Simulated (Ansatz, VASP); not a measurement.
## SnPtSe3 in VASP and in Ansatz

Contents of INCAR:

```
SYSTEM = SnPtSe3
ALGO     = Normal         ! electronic algorithm
EDIFF    = 1E-6           ! SCF threshold, eV
ENCUT    = 500            ! plane-wave cutoff, eV
GGA      = PE             ! functional
GGA_COMPAT= .False.      
ISIF     = 2              ! what is computed and relaxed
ISMEAR   = 0              ! smearing method
ISPIN    = 2              ! spin polarisation
LASPH    = .True.         ! aspherical terms in the spheres
LCHARG   = .False.        ! write CHGCAR
LMAXMIX  = 4              ! l up to which the mixer works
LORBIT   = 11             ! projections on sites
LREAL    = .False.        ! projectors in reciprocal space
LWAVE    = .False.        ! write WAVECAR
MAGMOM   = 0 1 0 0 0      ! initial moments
NBANDS   = 33             ! bands
NELM     = 200            ! most SCF steps
PREC     = Accurate       ! precision mode
SIGMA    = 0.1            ! smearing width, eV
```

File KPOINTS:

```
k-points
0
Gamma
  4 4 4
  0 0 0
```

POSCAR

```
SnPtSe3
1.0
    5.0259739500      0.0000000000      0.0000000000
    0.0000000000      5.0259739500      0.0000000000
    0.0000000000      0.0000000000      5.0259739500
Sn Pt Se
1 1 3
Direct
    0.0000000000      0.0000000000      0.0000000000
    0.5000000000      0.5000000000      0.5000000000
    0.5000000000      0.5000000000      0.0000000000
    0.0000000000      0.5000000000      0.5000000000
    0.5000000000      0.0000000000      0.5000000000
```

Input for Ansatz:

```yaml
crystal:
  lattice:
    - [5.02597395, 0.0, 0.0]
    - [0.0, 5.02597395, 0.0]
    - [0.0, 0.0, 5.02597395]
  atoms:
    - { symbol: Sn, position: [0.0, 0.0, 0.0] }
    - { symbol: Pt, position: [0.5, 0.5, 0.5], spin: 1.0 }
    - { symbol: Se, position: [0.5, 0.5, 0.0] }
    - { symbol: Se, position: [0.0, 0.5, 0.5] }
    - { symbol: Se, position: [0.5, 0.0, 0.5] }
basis:
  ecutwfc: 420
kpoints:
  mp_grid: { grid: [4, 4, 4] }
hamiltonian:
  xc: pbe
scf:
  occupations: { method: gaussian, width: 0.1 }
  lower_state_search: "off"
output:
  forces: true
  stress: true
  eigenvalues: true
  populations: true
magnetization:
  spin_polarized: true
```

Change from the starting cell: species swapped into the Tb3InN type (Pm-3m, No. 221).

Alike in both runs: task single point; functional PBE; k mesh 4 × 4 × 4; occupations gaussian, width 0.1 eV; collinear spin.

|  | VASP | Ansatz |
| --- | --- | --- |
| version | VASP 6.6.1 | Ansatz 0.2.0 |
| potentials or method | VASP PAW PBE potentials, release 64 (Sn_d, Pt, Se), cutoff 500 eV | scalar-relativistic, plane waves, PAW |
| valence electrons in the cell | 42 | 80 |

|  | VASP | Ansatz | Ansatz less VASP |
| --- | --- | --- | --- |
| gap on the k mesh at the Fermi level (eV) | none | none | - |
| pressure (GPa) | -0.8 | -0.8 | +0.02 |
| net moment per atom (μB) | 0.08 | 0.08 | +0.003 |

A gap of «none» marks a metal or a gap that the smearing closes. VASP's potentials hold 42 valence electrons a cell and Ansatz's 80, so a difference there can come from the potentials and not from the codes.

Neither program's run includes spin-orbit coupling.
